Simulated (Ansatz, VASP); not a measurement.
**Two plane-wave programs on GaN**

Contents of INCAR:

```
PREC     = Accurate       # precision mode
ENCUT    = 520            # plane-wave cutoff, eV
EDIFF    = 1E-7           # SCF threshold, eV
ISMEAR   = 0              # smearing method
SIGMA    = 0.05           # smearing width, eV
LREAL    = False          # projectors in reciprocal space
LASPH    = True           # aspherical terms in the spheres
NELM     = 100            # most SCF steps
ALGO     = Normal         # electronic algorithm
ISIF     = 2              # what is computed and relaxed
LWAVE    = False          # write WAVECAR
LCHARG   = True           # write CHGCAR
GGA      = PE             # functional
LELF     = True           # ELF
LVHAR    = True         
NBANDS   = 16             # bands
```

KPOINTS

```
regular mesh
0
Gamma
  10 10 10
```

Contents of POSCAR:

```
GaN
1.0
    0.0000000000      2.3098381227      2.3661756379
    2.3098381227      0.0000000000      2.3661756379
    2.3098381227      2.3098381227      0.0000000000
Ga N
1 1
Direct
    0.0000000000      0.0000000000      0.0000000000
    0.7500000000      0.7500000000      0.7500000000
```

Input for Ansatz:

```yaml
crystal:
  lattice:
    - [0.0, 2.3098381227, 2.3661756379]
    - [2.3098381227, 0.0, 2.3661756379]
    - [2.3098381227, 2.3098381227, 0.0]
  atoms:
    - { symbol: Ga, position: [0.0, 0.0, 0.0] }
    - { symbol: "N", position: [0.75, 0.75, 0.75] }
basis:
  ecutwfc: 420
kpoints:
  mp_grid: { grid: [10, 10, 10] }
hamiltonian:
  xc: pbe
scf:
  occupations: { method: gaussian, width: 0.05 }
output:
  forces: true
  stress: true
  eigenvalues: true
```

Change from the starting cell: strain +0.025 along x and y, +0.050 along z, atoms carried along.

Alike in both runs: task single point; functional PBE; k mesh 10 × 10 × 10; occupations gaussian, width 0.05 eV; no spin polarisation.

```csv
,VASP,Ansatz
version,VASP 6.6.1,Ansatz 0.2.0
potentials or method,"VASP PAW PBE potentials, release 64 (Ga_d, N), cutoff 520 eV","scalar-relativistic, plane waves, PAW"
valence electrons in the cell,18,18
```

VASP gave:

- gap on the k mesh at the Fermi level (eV): 1.05
- least direct gap on the mesh (eV): 1.05
- pressure (GPa): -10.2
- traceless stress, the component that is largest in VASP (GPa): -2.10

**Question.** What did Ansatz give for the same quantities?

**Answer.** gap on the k mesh at the Fermi level (eV): 1.05; least direct gap on the mesh (eV): 1.05; pressure (GPa): -10.4; traceless stress, the component that is largest in VASP (GPa): -2.11.
